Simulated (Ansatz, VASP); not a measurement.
Two plane-wave programs on TiSi2

Contents of INCAR:

```
PREC = Accurate
ENCUT = 520
EDIFF = 1E-7
ISMEAR = -1
SIGMA = 0.05
LREAL = F
LASPH = T
NELM = 80
ALGO = Normal
ISIF = 2
LWAVE = F
LCHARG = F
GGA = PE
NBANDS = 29
```

Contents of KPOINTS:

```
regular mesh
0
Gamma
  8 8 8
```

File POSCAR:

```
TiSi2
1.0
    1.7997237164     -6.8918501234      0.0000000000
    1.7997237164      6.8918501234      0.0000000000
    0.0000000000      0.0000000000      3.6350970940
Ti Si
2 4
Direct
    0.1031180800      0.8968819200      0.2500000000
    0.8968819200      0.1031180800      0.7500000000
    0.7503148200      0.2496851800      0.2500000000
    0.2496851800      0.7503148200      0.7500000000
    0.4417485500      0.5582514500      0.2500000000
    0.5582514500      0.4417485500      0.7500000000
```

Contents of input.yaml:

```yaml
crystal:
  lattice:
    - [1.7997237164, -6.8918501234, 0.0]
    - [1.7997237164, 6.8918501234, 0.0]
    - [0.0, 0.0, 3.635097094]
  atoms:
    - { symbol: Ti, position: [0.10311808, 0.89688192, 0.25] }
    - { symbol: Ti, position: [0.89688192, 0.10311808, 0.75] }
    - { symbol: Si, position: [0.75031482, 0.24968518, 0.25] }
    - { symbol: Si, position: [0.24968518, 0.75031482, 0.75] }
    - { symbol: Si, position: [0.44174855, 0.55825145, 0.25] }
    - { symbol: Si, position: [0.55825145, 0.44174855, 0.75] }
hamiltonian:
  xc: pbe
  pseudopotentials: { kind: paw }
kpoints:
  mp_grid: { grid: [8, 8, 8] }
scf:
  occupations: { method: fermi_dirac, width: 0.05 }
output:
  forces: true
  stress: true
  eigenvalues: true
```

Alike in both runs: task single point; functional PBE; k mesh 8 × 8 × 8; occupations fermi-dirac, width 0.05 eV; no spin polarisation.

|  | VASP | Ansatz |
| --- | --- | --- |
| version | VASP 6.6.1 | Ansatz 0.2.0 |
| potentials or method | VASP PAW PBE potentials, release 64 (Ti_sv, Si) | Ansatz PAW |
| plane-wave cutoff (eV) | 520 | 420 |
| valence electrons in the cell | 40 | 40 |

|  | VASP | Ansatz | Ansatz less VASP |
| --- | --- | --- | --- |
| gap on the k mesh at the Fermi level (eV) | none | none | - |
| pressure (GPa) | -5.7 | -5.7 | +0.02 |
| traceless stress, the component that is largest in VASP (GPa) | 0.77 | 0.76 | -0.006 |
| rms of the force components (eV/Å) | 0.046 | 0.046 | -0.0002 |

Atom by atom the forces differ by 0.003 eV/Å (rms over components). A gap of «none» marks a metal or a gap that the smearing closes.
